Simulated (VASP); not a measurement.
A run of VASP 6.6.1 is set up as follows.

Contents of POSCAR:

```
CuF
1.0
    3.5086571413      0.0000000000      0.0000000000
   -1.7543285706      3.0385862175      0.0000000000
    0.0000000000      0.0000000000      5.0825199480
Cu F
2 2
Direct
    0.3333333333      0.6666666667      0.2500000000
    0.6666666667      0.3333333333      0.7500000000
    0.6666666667      0.3333333333      0.2500000000
    0.3333333333      0.6666666667      0.7500000000
```

INCAR.step1

```
SYSTEM = CuF
PREC = Accurate
ENCUT = 520
ISMEAR = -1
SIGMA = 0.02
LREAL = .FALSE.
LASPH = .TRUE.
NELM = 60
NBANDS = 26
GGA = PE
ALGO = Normal
EDIFF = 1E-4
LWAVE = .TRUE.
LCHARG = .FALSE.
```

File INCAR.step2:

```
SYSTEM = CuF
PREC = Accurate
ENCUT = 520
EDIFF = 1E-6
ISMEAR = -1
SIGMA = 0.02
LREAL = .FALSE.
LASPH = .TRUE.
NELM = 60
ALGO = Normal
ISIF = 2
LWAVE = .FALSE.
LCHARG = .FALSE.
METAGGA = R2SCAN
LMIXTAU = .TRUE.
NBANDS = 26
ISTART = 1
```

The input KPOINTS:

```
regular mesh
0
G
  9 9 4
  0 0 0
```

Potentials or basis: VASP PAW PBE potentials, release 64 (Cu, F).

The run is started by

```bash
$ cat potpaw_PBE.64/Cu/POTCAR potpaw_PBE.64/F/POTCAR > POTCAR
$ cp INCAR.step1 INCAR
$ mpirun -np 1 vasp_std > vasp.out
$ cp INCAR.step2 INCAR
$ mpirun -np 1 vasp_std > vasp.out
```

**Question.** Estimate the pressure.

**Answer.** 0.2 GPa.

**Question.** What does it give for the band gap on the k mesh?

**Answer.** Zero (band 18 reaches 3.15 eV, above the bottom of band 19 at 3.09 eV).

Stress tensor (GPa, compression positive):
```
 0.41  0.00  0.00
 0.00  0.41  0.00
 0.00  0.00 -0.33
```

Caveat: the PAW data sets were made with another functional, which shifts forces and pressure a little; semilocal functionals often make such compounds metallic where correlation or magnetic order opens a gap, which also shifts bond lengths. With open d or f shells a metallic result of r2SCAN can be an artefact of self-interaction; +U or a hybrid may open a gap.
